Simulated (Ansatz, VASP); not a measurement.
Two plane-wave programs on GeOs2

```
CELL_PARAMETERS angstrom
0.00000 2.82673 2.82673
2.82673 0.00000 2.82673
2.82673 2.82673 0.00000
ATOMIC_POSITIONS crystal
Os 0.25000 0.25000 0.25000
Os 0.75000 0.75000 0.75000
Ge 0.00000 0.00000 0.00000
```

Alike in both runs: task single point; functional PBEsol; k mesh 10 × 10 × 10; occupations gaussian, width 0.05 eV; no spin polarisation.

```csv
,VASP,Ansatz
version,VASP 6.6.1,Ansatz 0.2.0
potentials or method,"VASP PAW PBE potentials, release 64 (Os, Ge_d), cutoff 520 eV","scalar-relativistic, plane waves, PAW"
valence electrons in the cell,30,46
```

```csv
,VASP,Ansatz,Ansatz less VASP
gap on the k mesh at the Fermi level (eV),none,none,-
pressure (GPa),12.6,11.5,-1.10
```

VASP's potentials were made for PBE, not for PBEsol. A gap of «none» marks a metal or a gap that the smearing closes. The functional is the same, so the differences come from potentials, cutoffs and numerics. VASP's potentials hold 30 valence electrons a cell and Ansatz's 46, so a difference there can come from the potentials and not from the codes.

Spin-orbit coupling is off throughout.
